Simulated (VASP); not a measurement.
CO, 16 atoms in the cell. The cell holds a disordered packing, 16 atoms: a = 7.742 Å, b = 7.742 Å, c = 7.742 Å, α = 90.00°, β = 90.00°, γ = 90.00°. 

```yaml
Program: VASP 6.6.1
Task: single point
Functional: PBEsol
Potentials_or_basis: VASP PAW PBE potentials, release 64 (O, C)
Cutoff: 520 eV
k_mesh: 1 × 1 × 1
Occupations: fermi-dirac, width 0.02 eV
Spin: no spin polarisation
Dipole_correction: no
Further_INCAR_settings: ALGO = Normal; EDIFF = 1e-06; NBANDS = 54
```

Potentials or basis: VASP PAW PBE potentials, release 64 (O, C).

Launch:

```sh
$ cat potpaw_PBE.64/O/POTCAR potpaw_PBE.64/C/POTCAR > POTCAR
$ mpirun -np 1 vasp_gam > vasp.out
```

Hardware: 1 thread of AMD EPYC 7R13, on a shared host.

How long does it take, and how much memory?

It took 61 s on 1 thread of AMD EPYC 7R13, on a shared host, peak memory 0.4 GiB. Counts: scf iterations 16, k points 1.
